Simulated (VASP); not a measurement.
# HfSi2O6 (C2) in VASP: vibrations by perturbation theory with PBE

Aim: the vibrations by perturbation theory of HfSi2O6 with PBE.

Everything below comes from runs of VASP 6.6.1. Logs are shortened: lines on timing, memory, paths and dates and some standing lists are left out, and cuts for length are marked.

**1. The cell of the first run**

The structure is monoclinic, space group C2 (No. 5). The conventional cell has a = 9.910 Å, b = 5.008 Å, c = 5.881 Å, α = 90.00°, β = 91.75°, γ = 90.00°. Within 2.6 Å of Hf (site symmetry 2) lie 4 O at 1.94 to 1.96 Å. Si (site symmetry 1) has 4 O at 1.63 to 1.64 Å within 2.2 Å. Within 2.2 Å of O (site symmetry 1) lie 1 Si at 1.63 Å and 1 Hf at 1.94 Å. O (site symmetry 1) has 2 Si at 1.64 Å within 2.2 Å. O (site symmetry 1) has 1 Si at 1.63 Å and 1 Hf at 1.96 Å within 2.2 Å.

**2. Vibrations by perturbation theory, PBE**

INCAR reads:

```
SYSTEM = HfSi2O6
PREC = Accurate
ENCUT = 520
EDIFF = 1E-8
ISMEAR = 0
SIGMA = 0.01
LREAL = .False.
LASPH = .True.
NELM = 80
ALGO = Normal
ISIF = 2
LWAVE = .False.
LCHARG = .True.
GGA = PE
NBANDS = 37
IBRION = 8
NSW = 1
LEPSILON = .True.
KPAR = 4
```

KPOINTS reads:

```
Automatic mesh
0
Gamma
  6 6 4
  0 0 0
```

POSCAR reads:

```
HfSi2O6
1.0
    4.9549634855     -2.5041645943      0.0134275078
    4.9549634855      2.5041645943      0.0134275078
   -0.1951839790      0.0000000000      5.8774135452
Hf Si O
1 2 6
Direct
    0.4591527911      0.5408472089      0.5000000000
    0.0148809673      0.4789808551      0.8448568721
    0.5210191449      0.9851190327      0.1551431279
    0.5715332759      0.2076205599      0.2974132729
    0.8473634895      0.6922984045      0.0693290944
    0.7923794401      0.4284667241      0.7025867271
    0.3716668870      0.8740279350      0.3173398692
    0.3077015955      0.1526365105      0.9306709056
    0.1259720650      0.6283331130      0.6826601308
```

Potentials or basis: VASP PAW PBE potentials, release 64 (Hf_pv, Si, O).

Launch:

```bash
cat potpaw_PBE.64/Hf_pv/POTCAR potpaw_PBE.64/Si/POTCAR potpaw_PBE.64/O/POTCAR > POTCAR
mpirun -np 4 vasp_std > vasp.out
```

OUTCAR:

```text
SYSTEM = HfSi2O6
   PREC = Accurate
   ENCUT = 520
   EDIFF = 1E-8
   ISMEAR = 0
   LREAL = .False.
   LASPH = .True.
   NELM = 80
   ISIF = 2
   GGA = PE
   IBRION = 8
   NSW = 1
   LEPSILON = .True.

 ion  position               nearest neighbor table
   1  0.459  0.541  0.500-   4 1.94   6 1.94   7 1.96   9 1.96   2 3.41   3 3.41   2 3.49   3 3.49

   2  0.015  0.479  0.845-   6 1.63   9 1.63   5 1.64   8 1.64   3 3.10   3 3.10   1 3.41   1 3.49

   3  0.521  0.985  0.155-   4 1.63   7 1.63   8 1.64   5 1.64   2 3.10   2 3.10   1 3.41   1 3.49

   4  0.572  0.208  0.297-   3 1.63   1 1.94
   5  0.847  0.692  0.069-   2 1.64   3 1.64
   6  0.792  0.428  0.703-   2 1.63   1 1.94
   7  0.372  0.874  0.317-   3 1.63   1 1.96
   8  0.308  0.153  0.931-   3 1.64   2 1.64
   9  0.126  0.628  0.683-   2 1.63   1 1.96

  LATTYP: Found a base centered monoclinic cell.
 ALAT       =     9.9099633583
 B/A-ratio  =     0.5053832196
 C/A-ratio  =     0.5934082083
 COS(beta)  =    -0.0304823355

  Lattice vectors:

[... 1340 lines left out ...]
  5Z     0.171115    0.606124   -2.990296    1.871077    9.053976   14.787552   -0.605844    5.092910    5.128500    1.338072    2.223420    1.284854   -1.395427  -20.174819  -24.624542    2.084998    0.077314    2.755961   -1.976019    1.228045    1.522449    0.158357    0.300372   -0.668036   -1.646328    1.592658    2.803558
  6X     5.300718   -4.419469    5.939841   14.826433   -3.948385    8.918057   -0.268078   -1.018198   -1.797515    1.195489    0.881772    1.266107    0.914803    0.793686    2.086427  -26.888851   11.202720  -17.145950   -1.597951   -0.274095    0.872179    0.584941   -1.196923    1.337930    5.932497   -2.021110   -1.477075
  6Y    -4.825971    6.839362   -6.283512   -2.516595    3.541362   -2.143080   -0.040851   -0.572625    1.637692   -0.882775   -1.194502   -1.080013    0.084395   -0.402524    0.077391   11.204635  -11.889123   10.054461    0.756246    0.806360   -0.956207   -1.408030    2.400376   -2.224829   -2.371054    0.471315    0.918097
  6Z     5.023117   -5.865819    7.913495    6.848594   -2.326506    8.257867    0.264876   -1.260690   -2.975487    1.265448    1.077926    1.725392    2.017157    1.180395    2.754298  -17.148632   10.053939  -18.169460   -1.128125   -0.579953    1.582236    1.227088   -1.558527    1.281950    1.630477   -0.720765   -2.370291
  7X     6.803659    4.608374   -6.438761   -0.082636   -0.514749    1.940970   14.042604   -1.246869   -9.405404    5.929115    2.369825    1.628709    0.998037   -1.647593   -1.976045   -1.601746    0.756841   -1.131154  -28.039611   -4.467123   18.271549    0.540525    0.959677   -1.645670    1.410053   -0.818383   -1.244195
  7Y     5.239581    6.163632   -5.158264   -0.495932   -1.554609    0.321211   -2.824539    2.902159    1.526729    2.019045    0.468955    0.721103   -0.980695    0.883815    1.231214   -0.272538    0.807207   -0.576239   -4.466925   -9.463703    4.110567    0.960469    0.598271   -1.590132    0.821534   -0.805727   -0.586188
  7Z    -5.051047   -4.636472    6.527990   -0.356056    0.919190   -2.826838   -7.929323    1.127408    9.528673   -1.476534   -0.920073   -2.373408   -1.456773    1.554200    1.520347    0.871091   -0.953016    1.578149   18.270861    4.109697  -18.325675   -1.629514   -1.786960    2.804157   -1.242704    0.586025    1.566604
  8X    -1.918199   -0.305244   -0.191395    2.826807    2.294750   -0.573305    2.607148   -1.391941    1.847358    0.915938   -0.085343    2.012889   -0.903760    0.050504    0.160520    0.587005   -1.405813    1.225293    0.543155    0.958733   -1.629850   -5.658458   -1.097755   -1.392510    1.000364    0.982108   -1.459000
  8Y    -0.457275    0.081260    1.177085    1.979285   17.853685   -6.716822   -0.993898    7.885499   -8.856647   -0.790285   -0.399509   -1.181650   -0.049876    7.138838    0.294957   -1.192897    2.400141   -1.556860    0.956037    0.600655   -1.785835   -1.095211  -36.446159   20.176450    1.644119    0.885589   -1.550677
  8Z     0.171115   -0.606124   -2.990296   -0.605844   -5.092910    5.128500    1.871077   -9.053976   14.787552    2.084998   -0.077314    2.755961    0.158357   -0.300372   -0.668036    1.338072   -2.223420    1.284854   -1.646328   -1.592658    2.803558   -1.395427   20.174819  -24.624542   -1.976019   -1.228045    1.522449
  9X     6.803659   -4.608374   -6.438761   14.042604    1.246869   -9.405404   -0.082636    0.514749    1.940970   -1.601746   -0.756841   -1.131154    0.540525   -0.959677   -1.645670    5.929115   -2.369825    1.628709    1.410053    0.818383   -1.244195    0.998037    1.647593   -1.976045  -28.039611    4.467123   18.271549
  9Y    -5.239581    6.163632    5.158264    2.824539    2.902159   -1.526729    0.495932   -1.554609   -0.321211    0.272538    0.807207    0.576239   -0.960469    0.598271    1.590132   -2.019045    0.468955   -0.721103   -0.821534   -0.805727    0.586188    0.980695    0.883815   -1.231214    4.466925   -9.463703   -4.110567
  9Z    -5.051047    4.636472    6.527990   -7.929323   -1.127408    9.528673   -0.356056   -0.919190   -2.826838    0.871091    0.953016    1.578149   -1.629514    1.786960    2.804157   -1.476534    0.920073   -2.373408   -1.242704   -0.586025    1.566604   -1.456773   -1.554200    1.520347   18.270861   -4.109697  -18.325675

 Eigenvectors and eigenvalues of the dynamical matrix
   1 f  =   31.839073 THz   200.050798 2PiTHz 1062.037170 cm-1   131.675768 meV
   2 f  =   31.833158 THz   200.013630 2PiTHz 1061.839853 cm-1   131.651304 meV
   3 f  =   30.101663 THz   189.134328 2PiTHz 1004.083405 cm-1   124.490420 meV
   4 f  =   27.865899 THz   175.086604 2PiTHz  929.506324 cm-1   115.244045 meV
   5 f  =   27.467123 THz   172.581026 2PiTHz  916.204618 cm-1   113.594844 meV
   6 f  =   27.136162 THz   170.501532 2PiTHz  905.164918 cm-1   112.226096 meV
[... 16 lines left out ...]
  23 f  =    3.435533 THz    21.586087 2PiTHz  114.597029 cm-1    14.208214 meV
  24 f  =    2.311432 THz    14.523156 2PiTHz   77.101075 cm-1     9.559311 meV
  25 f/i=    0.004298 THz     0.027005 2PiTHz    0.143364 cm-1     0.017775 meV
  26 f/i=    0.005751 THz     0.036137 2PiTHz    0.191847 cm-1     0.023786 meV
  27 f/i=    0.008324 THz     0.052303 2PiTHz    0.277667 cm-1     0.034426 meV

 MACROSCOPIC STATIC DIELECTRIC TENSOR IONIC CONTRIBUTION
 ------------------------------------------------------
           2.508277    -0.000000     0.028372
          -0.000000     1.922786    -0.000000
           0.028372    -0.000000     2.309865
 ------------------------------------------------------

 ELASTIC MODULI CONTR FROM IONIC RELAXATION (kBar)
 Direction    XX          YY          ZZ          XY          YZ          ZX
 --------------------------------------------------------------------------------
 XX       -1723.6708   -600.0739   -967.7356      0.0000      0.0000    171.1248
 YY        -600.0739  -2033.8134  -1130.4839     -0.0000      0.0000   -114.6868
 ZZ        -967.7356  -1130.4839  -1447.8859      0.0000      0.0000    -40.0929
 XY           0.0000     -0.0000      0.0000   -485.6874   -152.6834     -0.0000
 YZ           0.0000      0.0000      0.0000   -152.6834   -983.9860     -0.0000
 ZX         171.1248   -114.6868    -40.0929     -0.0000     -0.0000  -1131.2130
 --------------------------------------------------------------------------------

 PIEZOELECTRIC TENSOR IONIC CONTR  for field in x, y, z        (C/m^2)
          XX          YY          ZZ          XY          YZ          ZX
  --------------------------------------------------------------------------------
  x    -0.00000    -0.00000    -0.00000     0.09803    -0.36939    -0.00000
  y     0.07169    -0.40232     0.09796     0.00000    -0.00000    -0.21570
  z     0.00000    -0.00000    -0.00000    -0.26456     0.06153    -0.00000
```

Run time: 29 min. Hardware: 4 MPI ranks of AMD EPYC 9R45 (Zen 5), shared host; peak memory 1.1 GiB.

Results:

```yaml
Electronic_dielectric_tensor_diagonal: 2.72, 2.46, 2.61
Born_charges_mean_of_the_diagonal: Hf +3.89; Si +3.60; O -1.88, -1.80, -1.86 (each value once) e
Highest_phonon_frequency_at_Γ_LO-TO_splitting_left_out: 1062 cm⁻¹
```

Phonon frequencies in cm⁻¹ (negative: imaginary):
| q point | frequencies |
| --- | --- |
| (0.000, 0.000, 0.000) | 0 0 0 77 115 166 195 196 223 240 329 336 339 362 402 426 519 549 572 634 746 905 916 930 1004 1062 1062 |

Electronic dielectric tensor:
```
2.72 0.00 0.00
0.00 2.46 0.00
0.00 0.00 2.61
```

Born effective charge tensors (e):
atom 1, Hf
```
 4.49  0.00  0.10
 0.00  3.35  0.00
-0.05  0.00  3.85
```
atom 2, Si
```
 3.66 -0.24 -0.10
-0.65  3.40  0.25
 0.03 -0.39  3.73
```
atom 3, Si
```
 3.66  0.24 -0.10
 0.65  3.40 -0.25
 0.03  0.39  3.73
```
atom 4, O
```
-2.28 -0.87 -1.11
-0.80 -1.49 -0.61
-1.00 -0.70 -1.87
```
atom 5, O
```
-1.15  0.08  0.01
 0.06 -2.30 -0.78
-0.04 -0.92 -1.96
```
atom 6, O
```
-2.28  0.87 -1.11
 0.80 -1.49  0.61
-1.00  0.70 -1.87
```
atom 7, O
```
-2.47 -0.63  1.16
-0.68 -1.28  0.49
 1.03  0.39 -1.82
```
atom 8, O
```
-1.15 -0.08  0.01
-0.06 -2.30  0.78
-0.04  0.92 -1.96
```
atom 9, O
```
-2.47  0.63  1.16
 0.68 -1.28 -0.49
 1.03 -0.39 -1.82
```

Caveat: spin-orbit coupling is left out, which moves the levels of the heavy elements.
